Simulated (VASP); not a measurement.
# HfF5 (P6/mmm) in VASP: further runs

The runs below take HfF5 through single point, relaxation of cell and atoms, with PBE.

All numbers are computed with VASP 6.6.1; they aren't measurements. Logs are shortened: lines on timing, memory, paths and dates and some standing lists are left out, and cuts for length are marked.

## 1. The cell of the first run

Symmetry: P6/mmm, No. 191, hexagonal system. The conventional cell has a = 4.161 Å, b = 4.161 Å, c = 5.259 Å, α = 90.00°, β = 90.00°, γ = 120.00°. Hf (site symmetry 6/mmm) has 6 F at 2.08 Å within 2.8 Å. Within 3.2 Å of F (site symmetry -6m2) lie 9 F at 2.40 to 2.89 Å. Within 2.9 Å of F (site symmetry mmm) lie 2 Hf at 2.08 Å and 8 F at 2.08 to 2.89 Å.

The cell was generated, and may not be a known phase.

## 2. Single point, PBE

Input file INCAR:

```
SYSTEM = HfF5
ALGO = Normal
EDIFF = 1E-6
ENCUT = 520
GGA = PE
ISIF = 2
ISMEAR = 0
LASPH = .True.
LCHARG = .False.
LREAL = .False.
LWAVE = .False.
NBANDS = 32
NELM = 60
PREC = Accurate
SIGMA = 0.1
```

Input file KPOINTS:

```
k-points
0
Gamma
  6 6 4
  0 0 0
```

Input file POSCAR:

```
HfF5
1.0
    4.1608196400      0.0000000000      0.0000000000
   -2.0804098200      3.6033755100      0.0000000000
    0.0000000000      0.0000000000      5.2590871900
Hf F
1 5
Direct
    0.0000000000      0.0000000000      0.0000000000
    0.3333333300      0.6666666700      0.5000000000
    0.6666666700      0.3333333300      0.5000000000
    0.5000000000      0.0000000000      0.0000000000
    0.0000000000      0.5000000000      0.0000000000
    0.5000000000      0.5000000000      0.0000000000
```

Potentials or basis: VASP PAW PBE potentials, release 64 (Hf_pv, F).

Run with:

```sh
$ cat potpaw_PBE.64/Hf_pv/POTCAR potpaw_PBE.64/F/POTCAR > POTCAR
$ mpirun -np 1 vasp_std > vasp.out
```

OUTCAR:

```text
SYSTEM = HfF5
   EDIFF = 1E-6
   ENCUT = 520
   GGA = PE
   ISIF = 2
   ISMEAR = 0
   LASPH = .True.
   LREAL = .False.
   NELM = 60
   PREC = Accurate

 ion  position               nearest neighbor table
   1  0.000  0.000  0.000-   4 2.08   4 2.08   6 2.08   5 2.08   5 2.08   6 2.08
   2  0.333  0.667  0.500-
   3  0.667  0.333  0.500-
   4  0.500  0.000  0.000-   1 2.08   1 2.08
   5  0.000  0.500  0.000-   1 2.08   1 2.08
   6  0.500  0.500  0.000-   1 2.08   1 2.08

  LATTYP: Found a hexagonal cell.
 ALAT       =     4.1608196400
 C/A-ratio  =     1.2639546159

  Lattice vectors:

 A1 = (   4.1608196400,   0.0000000000,   0.0000000000)
 A2 = (  -2.0804098200,   3.6033755100,   0.0000000000)
 A3 = (   0.0000000000,   0.0000000000,   5.2590871900)

Analysis of symmetry for initial positions (statically):
=====================================================================
 Subroutine PRICEL returns:
 Original cell was already a primitive cell.

 Routine SETGRP: Setting up the symmetry group for a
 hexagonal supercell.

 Subroutine GETGRP returns: Found 24 space group operations
 (whereof 24 operations were pure point group operations)
 out of a pool of 24 trial point group operations.

The static configuration has the point symmetry D_6h.

Analysis of symmetry for dynamics (positions and initial velocities):
=====================================================================
 Subroutine PRICEL returns:
 Original cell was already a primitive cell.

 Routine SETGRP: Setting up the symmetry group for a
 hexagonal supercell.

 Subroutine GETGRP returns: Found 24 space group operations
 (whereof 24 operations were pure point group operations)
 out of a pool of 24 trial point group operations.

The dynamic configuration has the point symmetry D_6h.

 Subroutine INISYM returns: Found 24 space group operations
 (whereof 24 operations are pure point group operations),
 and found     1 'primitive' translations

----------------------------------------------------------------------------------------

                                     Primitive cell

  volume of cell :      78.8495

  direct lattice vectors                    reciprocal lattice vectors
     4.160819640  0.000000000  0.000000000     0.240337262  0.138758783  0.000000000
    -2.080409820  3.603375510  0.000000000     0.000000000  0.277517566  0.000000000
     0.000000000  0.000000000  5.259087190     0.000000000  0.000000000  0.190147066

  length of vectors
     4.160819640  4.160819641  5.259087190     0.277517566  0.277517566  0.190147066

  position of ions in fractional coordinates (direct lattice)
     0.000000000  0.000000000  0.000000000
     0.333333330  0.666666670  0.500000000
     0.666666670  0.333333330  0.500000000
     0.500000000  0.000000000  0.000000000
     0.000000000  0.500000000  0.000000000
     0.500000000  0.500000000  0.000000000

  ion indices of the primitive-cell ions
   primitive index   ion index
                 1           1
                 2           2
                 3           3
                 4           4
                 5           5
                 6           6

----------------------------------------------------------------------------------------

 KPOINTS: k-points

Automatic generation of k-mesh.
 Grid dimensions read from file:
 generate k-points for:    6    6    4

 Generating k-lattice:

  Cartesian coordinates                     Fractional coordinates (reciprocal lattice)
     0.040056210  0.023126464  0.000000000     0.166666667  0.000000000  0.000000000
     0.000000000  0.046252928  0.000000000     0.000000000  0.166666667  0.000000000
     0.000000000  0.000000000  0.047536767     0.000000000  0.000000000  0.250000000

  Length of vectors
     0.046252928  0.046252928  0.047536767

  Shift w.r.t. Gamma in fractional coordinates (k-lattice)
     0.000000000  0.000000000  0.000000000

 Subroutine IBZKPT returns following result:
 ===========================================

 Found     21 irreducible k-points:

 Following reciprocal coordinates:
            Coordinates               Weight
  0.000000  0.000000  0.000000      1.000000
  0.166667  0.000000  0.000000      6.000000
  0.333333 -0.000000  0.000000      6.000000
  0.500000  0.000000  0.000000      3.000000
  0.166667  0.166667  0.000000      6.000000
  0.333333  0.166667  0.000000     12.000000
[... 13 lines left out ...]
  0.333333  0.166667  0.500000     12.000000
  0.333333  0.333333  0.500000      2.000000
   k-points           NKPTS =     21   k-points in BZ     NKDIM =     21   number of bands    NBANDS=     32
   number of dos      NEDOS =    301   number of ions     NIONS =      6
   total plane-waves  NPLWV =  40960
   dimension x,y,z NGX =    32 NGY =   32 NGZ =   40
   dimension x,y,z NGXF=    64 NGYF=   64 NGZF=   80
   ions per type =               1   5
   NGX,Y,Z   is equivalent  to a cutoff of  12.79, 12.79, 12.64 a.u.
   NGXF,Y,Z  is equivalent  to a cutoff of  25.57, 25.57, 25.29 a.u.
 SYSTEM =  HfF5
   PREC   = accura    normal or accurate (medium, high low for compatibility)
   ISTART =      0    job   : 0-new  1-cont  2-samecut
   ICHARG =      2    charge: 1-file 2-atom 10-const
   ISPIN  =      1    spin polarized calculation?
   LNONCOLLINEAR =      F non collinear calculations
   LSORBIT =      F    spin-orbit coupling
   LASPH  =      T    aspherical Exc in radial PAW
   ENCUT  =  520.0 eV  38.22 Ry    6.18 a.u.   7.74  7.74  9.78*2*pi/ulx,y,z
   NELM   =     60;   NELMIN=  2; NELMDL= -5     # of ELM steps
   EDIFF  = 0.1E-05   stopping-criterion for ELM
   LREAL  =      F    real-space projection
   EDIFFG = 0.1E-04   stopping-criterion for IOM
   NSW    =      0    number of steps for IOM
   IBRION =     -1    ionic relax: 0-MD 1-quasi-New 2-CG
   NFREE  =      0    steps in history (QN), initial steepest desc. (CG)
   ISIF   =      2    stress and relaxation
   ISYM   =      2    0-nonsym 1-usesym 2-fastsym
   POTIM  = 0.5000    time-step for ionic-motion
   TEBEG  =    0.0;   TEEND  =   0.0 temperature during run
   PSTRESS=    0.0 pullay stress
   NELECT =      45.0000    total number of electrons
   NUPDOWN=      -1.0000    fix difference up-down
   EMIN   =  10.00;   EMAX   =-10.00  energy-range for DOS
   EFERMI =   0.00;   METHOD = LEGACY
   ISMEAR =     0;   SIGMA  =   0.10  broadening in eV -4-tet -1-fermi 0-gaus
   EFERMI_NEDOS =   21; number of points for ismear=-14 and -15
   IALGO  =     38    algorithm
   IMIX   =      4    mixing-type and parameters
     AMIX     =   0.40;   BMIX     =  1.00
     AMIX_MAG =   1.60;   BMIX_MAG =  1.00
  volume/ion in A,a.u.               =      13.14        88.68
  Fermi-wavevector in a.u.,A,eV,Ry     =   1.357936  2.566128 25.089022  1.843991
  Thomas-Fermi vector in A             =   2.484812
   LORBIT       =      0    0 simple, 1 ext, 2 COOP (PROOUT), +10 PAW based schemes
   GGA     = PE    functional components
   LHFCALC =     F    Hartree Fock is set to
   AEXX    =    0.0000 exact exchange contribution
   IVDW    =     0    specifies the selected vdW correction
   LEPSILON=     F    determine dielectric tensor
   LRPA    =     F    only Hartree local field effects (RPA)
 non-spin polarized calculation
 Gauss-broadening in eV      SIGMA  =   0.10
  energy-cutoff  :      520.00
  volume of cell :       78.85
 maximum number of plane-waves:      2149
 NGX is ok and might be reduce to    32
   NGX = 15   NGY = 15   NGZ = 19

 number of electron      44.9999948 magnetization

 Free energy of the ion-electron system (eV)
  ---------------------------------------------------
  ext. energy  EPLUGINS =         0.00000000
  ---------------------------------------------------
  free energy    TOTEN  =       -30.11025742 eV

  energy without entropy =      -30.08169488  energy(sigma->0) =      -30.09597615

 E-fermi :  -0.1461     XC(G=0):  -9.5068

 val. band max:       -0.1878114599   @ k =   0.3333  -0.0000   0.0000
 cond. band min:      -0.1170659912   @ k =   0.5000   0.0000   0.5000
 fundamental gap:      0.0707454687
 Fermi energy:        -0.1460631459

 k-point     1 :       0.0000    0.0000    0.0000
  band No.  band energies     occupation
      1     -32.7700      2.00000
      2     -32.3086      2.00000
      3     -32.3086      2.00000
      4     -24.4647      2.00000
      5     -22.0808      2.00000
      6     -22.0808      2.00000
[... 24 lines left out ...]
     31      10.6466      0.00000
     32      12.7545      0.00000

 k-point     2 :       0.1667    0.0000    0.0000
  band No.  band energies     occupation
      1     -32.7688      2.00000
      2     -32.3796      2.00000
      3     -32.3282      2.00000
      4     -24.2061      2.00000
      5     -22.1772      2.00000
      6     -21.9748      2.00000
[... 24 lines left out ...]
     31      10.6522      0.00000
     32      12.6466      0.00000

 k-point     3 :       0.3333   -0.0000    0.0000
  band No.  band energies     occupation
      1     -32.7663      2.00000
      2     -32.5145      2.00000
      3     -32.3669      2.00000
      4     -23.5934      2.00000
      5     -22.4569      2.00000
      6     -21.7570      2.00000
[... 24 lines left out ...]
     31      10.6562      0.00000
     32      11.3818      0.00000

 k-point     4 :       0.5000    0.0000    0.0000
  band No.  band energies     occupation
      1     -32.7650      2.00000
      2     -32.5788      2.00000
      3     -32.3860      2.00000
      4     -23.0302      2.00000
      5     -22.8478      2.00000
      6     -21.6450      2.00000
[... 24 lines left out ...]
     31      10.4739      0.00000
     32      10.7791      0.00000

 k-point     5 :       0.1667    0.1667    0.0000
  band No.  band energies     occupation
      1     -32.7669      2.00000
      2     -32.4696      2.00000
      3     -32.3700      2.00000
      4     -23.7656      2.00000
      5     -22.3260      2.00000
      6     -21.8594      2.00000
[... 479 lines left out ...]
     31      11.4389      0.00000
     32      11.6278      0.00000

 k-point    19 :       0.1667    0.1667    0.5000
  band No.  band energies     occupation
      1     -32.7673      2.00000
      2     -32.4695      2.00000
      3     -32.3699      2.00000
      4     -23.7600      2.00000
      5     -22.3238      2.00000
      6     -21.8591      2.00000
[... 24 lines left out ...]
     31      10.6616      0.00000
     32      13.1335      0.00000

 k-point    20 :       0.3333    0.1667    0.5000
  band No.  band energies     occupation
      1     -32.7654      2.00000
      2     -32.5472      2.00000
      3     -32.4197      2.00000
      4     -23.1240      2.00000
      5     -22.6074      2.00000
      6     -21.8000      2.00000
[... 24 lines left out ...]
     31      10.9656      0.00000
     32      12.1321      0.00000

 k-point    21 :       0.3333    0.3333    0.5000
  band No.  band energies     occupation
      1     -32.7648      2.00000
      2     -32.5053      2.00000
      3     -32.5053      2.00000
      4     -22.6989      2.00000
      5     -22.6989      2.00000
      6     -22.0115      2.00000
[... 24 lines left out ...]
     31      11.2670      0.00000
     32      12.2258      0.00000

------------------------ aborting loop because EDIFF is reached ----------------------------------------

  FORCE on cell =-STRESS in cart. coord.  units (eV):
  Direction    XX          YY          ZZ          XY          YZ          ZX
  --------------------------------------------------------------------------------------
  -------------------------------------------------------------------------------------
  Total        5.9697349      5.9697349     -1.4207796      0.0000000      0.0000000      0.0000000
  in kB      121.3016886    121.3016887    -28.8694491      0.0000000      0.0000000      0.0000000
  external PRESSURE =      71.2446427 kB  Pullay stress =       0.0000000 kB

 VOLUME and BASIS-vectors are now :
 -----------------------------------------------------------------------------
  energy-cutoff  :      520.00
  volume of cell :       78.85
      direct lattice vectors                 reciprocal lattice vectors
     4.160819640  0.000000000  0.000000000     0.240337262  0.138758783  0.000000000
    -2.080409820  3.603375510  0.000000000     0.000000000  0.277517566  0.000000000
     0.000000000  0.000000000  5.259087190     0.000000000  0.000000000  0.190147066

 POSITION                                       TOTAL-FORCE (eV/Angst)
 -----------------------------------------------------------------------------------
      0.00000      0.00000      0.00000         0.000000      0.000000     -0.000000
     -0.00000      2.40225      2.62954         0.000000      0.000000     -0.000000
      2.08041      1.20113      2.62954         0.000000     -0.000000      0.000000
      2.08041      0.00000      0.00000        -0.000000      0.000000     -0.000000
     -1.04020      1.80169      0.00000         0.000000      0.000000     -0.000000
      1.04020      1.80169      0.00000         0.000000      0.000000     -0.000000
 -----------------------------------------------------------------------------------
    total drift:                                0.000000      0.000000     -0.000000

  FREE ENERGIE OF THE ION-ELECTRON SYSTEM (eV)
  ---------------------------------------------------
  free  energy   TOTEN  =       -30.1102574173 eV

  energy  without entropy=      -30.0816948825  energy(sigma->0) =      -30.09597615
```

It took 2.7 min on 1 thread of Intel Xeon 8259CL, shared host; peak memory 0.21 GiB.

What came out:

* Free energy: -30.1103 eV
* Pressure: 7.1 GPa
* Band gap on the k mesh: zero (an odd number of electrons rules out a gap without spin polarisation)

Stress tensor (GPa, compression positive):
```
12.13  0.00  0.00
 0.00 12.13  0.00
 0.00  0.00 -2.89
```

Levels at points of the mesh, in eV from the Fermi level:
```
           k point  band 21  band 22  band 23  band 24  band 25  band 26
(0.00, 0.00, 0.00)    -0.35    -0.04    -0.04     1.26     2.15     2.15
(0.50, 0.00, 0.00)    -0.62    -0.41     0.04     1.94     2.94     4.01
(0.00, 0.00, 0.50)    -0.42    -0.05    -0.05     2.18     2.22     2.22
(0.50, 0.00, 0.50)    -0.58    -0.40     0.03     2.05     2.97     3.95
```

Caveat: the stress differs along the axes, from -3 to 12 GPa; spin-orbit coupling is left out, which moves the levels of the heavy elements; an odd number of electrons without spin polarisation forces a metal; a magnetic or distorted state may lie lower.

[end of part 1 of 2]

The gap in the log of VASP goes by the Fermi energy; the results here count the filled bands.